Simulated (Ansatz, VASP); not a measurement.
# One calculation of K3C, two programs

```
K C
1.0
    -2.65876    2.65876    5.35319
     2.65876   -2.65876    5.35319
     2.65876    2.65876   -5.35319
K C
3 1
Direct
  0.75000 0.25000 0.50000
  0.25000 0.75000 0.50000
  0.50000 0.50000 0.00000
  0.00000 0.00000 0.00000
```

Change from the starting cell: species swapped into the GdHo3 type (I4/mmm, No. 139).

Alike in both runs: task single point; functional PBE; k mesh 4 × 4 × 4; occupations gaussian, width 0.1 eV; collinear spin.

|  | VASP | Ansatz |
| --- | --- | --- |
| version | VASP 6.6.1 | Ansatz 0.2.0 |
| potentials or method | VASP PAW PBE potentials, release 64 (K_sv, C), cutoff 520 eV | scalar-relativistic, plane waves, PAW |
| valence electrons in the cell | 31 | 31 |

|  | VASP | Ansatz | Ansatz less VASP |
| --- | --- | --- | --- |
| gap on the k mesh at the Fermi level (eV) | none | none | - |
| pressure (GPa) | -0.7 | -0.7 | +0.02 |
| traceless stress, the component that is largest in VASP (GPa) | -0.44 | -0.45 | -0.004 |
| net moment per atom (μB) | 0.31 | 0.31 | +0.002 |
| size of the moment on the site where the two differ most (μB) | 0.62 | 1.34 | +0.714 |

Site moments also hang on the region over which each program counts them. A gap of «none» marks a metal or a gap that the smearing closes.

The k mesh is coarse, so the values compare programs but aren't converged.
